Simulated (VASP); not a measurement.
Set up this calculation in VASP 6.6.1, as the native input.

```yaml
Task: single point
Functional: PBEsol
Potentials_or_basis: VASP PAW PBE potentials, release 64 (Mg, O)
Cutoff: 520 eV
k_mesh: 4 × 4 × 2
Occupations: fermi-dirac, width 0.146 eV
Spin: no spin polarisation
Dipole_correction: no
Further_INCAR_settings: LREAL = Auto; ALGO = Normal; EDIFF = 1e-06; NBANDS = 66
```

The structure of MgO lies in POSCAR:

```
MgO
1.0
    0.0000000000      4.2043360512      4.2043360512
    4.2043360512      0.0000000000      4.2043360512
    6.3065040767      6.3065040767      0.0000000000
Mg O
12 12
Direct
    0.0048729454     -0.0235510432      0.0021924191
    0.0158178364      0.0305742687      0.3333296030
    0.0025688955     -0.0173243763      0.6703878169
    0.0136159430      0.5062770849     -0.0096752494
   -0.0134588433      0.5277697770      0.3337315689
   -0.0280750631      0.4923788143      0.6706081450
    0.5256190212     -0.0271809862     -0.0006347415
    0.5228377259      0.0255435100      0.3152447815
    0.4943992285      0.0025106223      0.6766586445
    0.4951718832      0.4986230821     -0.0145161248
    0.4914496546      0.5207610603      0.3316602153
    0.4701900552      0.4993283064      0.6687337309
    0.2432926359      0.2812168165      0.1641338826
    0.2802399679      0.2344998088      0.5009699449
    0.2631208558      0.2301762961      0.8383590077
    0.2282969269      0.7737851971      0.1812826863
    0.2543474135      0.7710886952      0.4870195853
    0.2605237751      0.7305475734      0.8258473215
    0.7295885635      0.2722647491      0.1683752975
    0.7612080626      0.2471799322      0.5055812953
    0.7761333681      0.1924276485      0.8499527527
    0.7400538306      0.7353180056      0.1667151860
    0.7369972244      0.7543186276      0.5021636332
    0.7337787614      0.7229271074      0.8434447097
```

The input as run:

INCAR

```
PREC = Accurate
ENCUT = 520
EDIFF = 1E-6
ISMEAR = -1
SIGMA = 0.146
LREAL = Auto
LASPH = T
NELM = 100
ALGO = Normal
ISIF = 2
LWAVE = F
LCHARG = F
GGA = PS
NBANDS = 66
```

KPOINTS

```
Automatic mesh
0
Gamma
  4 4 2
```

Potentials or basis: VASP PAW PBE potentials, release 64 (Mg, O).

Launch:

```bash
$ cat potpaw_PBE.64/Mg/POTCAR potpaw_PBE.64/O/POTCAR > POTCAR
$ mpirun -np 1 vasp_std > vasp.out
```

Results of the run:

- Pressure: 4.5 GPa
- Largest force: 2.316 eV/Å
- Band gap on the k mesh: 4.21 eV

Caveat: the k points lie up to 0.43 Å⁻¹ apart; the atoms stand as in a frame of molecular dynamics; the PAW data sets were made with another functional, which shifts forces and pressure a little.

Run time: 5.8 min on 1 thread of Intel(R) Xeon(R) 6975P-C (Granite Rapids), on a shared host, peak memory 0.49 GiB.
